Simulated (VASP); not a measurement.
Input of a VASP 6.6.1 run:

File INCAR:

```
PREC = Accurate
ENCUT = 520
EDIFF = 1E-7
ISMEAR = -1
SIGMA = 0.05
LREAL = False
LASPH = True
NELM = 150
ALGO = Normal
ISIF = 2
LWAVE = False
LCHARG = True
ISPIN = 2
MAGMOM = 0 0 4 4
LORBIT = 11
LMAXMIX = 4
GGA = PS
LELF = True
LVHAR = True
NBANDS = 30
```

KPOINTS

```
regular mesh
0
Gamma
  7 7 5
```

POSCAR

```
MnSb
1.0
    3.9953876358      0.0000000000      0.0000000000
   -1.9976938179      3.4601071905      0.0000000000
    0.0000000000      0.0000000000      5.4284273015
Sb Mn
2 2
Direct
    0.6666666667      0.3333333333      0.7500000000
    0.3333333333      0.6666666667      0.2500000000
    0.0000000000      0.0000000000      0.5000000000
    0.0000000000      0.0000000000      0.0000000000
```

Potentials or basis: VASP PAW PBE potentials, release 64 (Sb, Mn_pv).

Command:

```console
$ cat potpaw_PBE.64/Sb/POTCAR potpaw_PBE.64/Mn_pv/POTCAR > POTCAR
$ mpirun -np 1 vasp_std > vasp.out
```

Task: Estimate the site moments.

Result: Sb -0.11; Mn +2.86 μB.

Task: What does it give for the net moment?

Result: 5.66 μB per cell.

Task: What does it give for the pressure?

Result: 0.0 GPa.

Caveat: the PAW data sets were made with another functional, which shifts forces and pressure a little.
